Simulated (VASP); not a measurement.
A run of VASP 6.6.1 is set up as follows.

Contents of INCAR:

```
PREC = Accurate ; ENCUT = 910
EDIFF = 1E-6 ; ISMEAR = 0
SIGMA = 0.02 ; LREAL = F
LASPH = T ; NELM = 200
ALGO = Normal ; ISIF = 2
LWAVE = F ; LCHARG = T
LMAXMIX = 4 ; LDAU = T
LDAUTYPE = 2 ; LDAUL = 2 -1
LDAUU = 4 0 ; LDAUJ = 0 0
LDAUPRINT = 1 ; GGA = PE
LELF = T ; LVHAR = T
NBANDS = 33 ; GGA_COMPAT = F
```

File KPOINTS:

```
Automatic mesh
0
Gamma
  10 10 10
```

Contents of POSCAR:

```
TiO2
1.0
   -1.8998053829      1.8998053829      4.8479185338
    1.8998053829     -1.8998053829      4.8479185338
    1.8998053829      1.8998053829     -4.8479185338
Ti O
2 4
Direct
    0.0000000000      0.0000000000      0.0000000000
    0.7500000000      0.2500000000      0.5000000000
    0.2065089473      0.2065089473      0.0000000000
    0.9565089473      0.4565089473      0.5000000000
    0.5434910527      0.0434910527      0.5000000000
    0.7934910527      0.7934910527      0.0000000000
```

Potentials or basis: VASP PAW PBE potentials, release 64 (Ti_sv, O_h).

Launch:

```console
$ cat potpaw_PBE.64/Ti_sv/POTCAR potpaw_PBE.64/O_h/POTCAR > POTCAR
$ mpirun -np 1 vasp_std > vasp.out
```

Task: Estimate the largest force.

Result: 0.109 eV/Å.

Task: Predict the band gap on the k mesh.

Result: 2.68 eV (least direct gap 3.00 eV).

Task: Estimate the pressure.

Result: 7.2 GPa.

Forces in eV/Å, atoms in the order of the input:
```
Ti   0.000  0.000  0.000
Ti   0.000  0.000  0.000
O    0.000  0.000  0.109
O    0.000  0.000  0.109
O    0.000  0.000 -0.109
O    0.000  0.000 -0.109
```

Caveat: the cutoff is under 1.25 times the usual one of these potentials, so pressure, stress and relaxed cells hold a basis-set (Pulay) error; the cell stands under pressure. A k mesh can miss the band edges.
